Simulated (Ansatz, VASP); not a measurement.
# Si in VASP and in Ansatz

INCAR

```
SYSTEM = Si
ALGO = Normal
EDIFF = 1E-6
ENCUT = 500
GGA = PE
GGA_COMPAT = .False.
ISIF = 2
ISMEAR = 0
LASPH = .True.
LCHARG = .False.
LREAL = .False.
LWAVE = .False.
NBANDS = 11
NELM = 120
PREC = Accurate
SIGMA = 0.02
```

KPOINTS

```
k-points
0
Gamma
  8 8 8
  0 0 0
```

File POSCAR:

```
Si
1.0
    0.0000000000      2.7348037293      2.7348037293
    2.7348037293      0.0000000000      2.7348037293
    2.7348037293      2.7348037293      0.0000000000
Si
2
Direct
    0.7500000000      0.7500000000      0.7500000000
    0.5000000000      0.5000000000      0.5000000000
```

Input for Ansatz:

```yaml
crystal:
  lattice:
    - [0.0, 2.7348037293, 2.7348037293]
    - [2.7348037293, 0.0, 2.7348037293]
    - [2.7348037293, 2.7348037293, 0.0]
  atoms:
    - { symbol: Si, position: [0.75, 0.75, 0.75] }
    - { symbol: Si, position: [0.5, 0.5, 0.5] }
basis: {}
kpoints:
  mp_grid: { grid: [8, 8, 8] }
  band_path:
    path:
      - [[0.0, 0.0, 0.0], [0.5, 0.0, 0.5], [0.625, 0.25, 0.625]]
      - [[0.375, 0.375, 0.75], [0.0, 0.0, 0.0], [0.5, 0.5, 0.5], [0.5, 0.25, 0.75], [0.5, 0.0, 0.5]]
    npoints: 10
hamiltonian:
  xc: pbe
  pseudopotentials: { kind: all_electron, lapw: {} }
scf:
  occupations: { method: gaussian, width: 0.02 }
  n_extra_bands: 7
output:
  forces: true
  stress: true
  eigenvalues: true
```

Alike in both runs: task single point; functional PBE; k mesh 8 × 8 × 8; occupations gaussian, width 0.02 eV; no spin polarisation.

|  | VASP | Ansatz |
| --- | --- | --- |
| version | VASP 6.6.1 | Ansatz 0.2.0 |
| potentials or method | VASP PAW PBE potentials, release 64 (Si), cutoff 500 eV | scalar-relativistic, all-electron LAPW |

```tsv
	VASP	Ansatz	Ansatz less VASP
gap on the k mesh at the Fermi level (eV)	0.65	0.65	-0.001
least direct gap on the mesh (eV)	2.56	2.55	-0.004
pressure (GPa)	0.0	0.0	+0.05
```

Ansatz ran all-electron here, and VASP with PAW potentials.
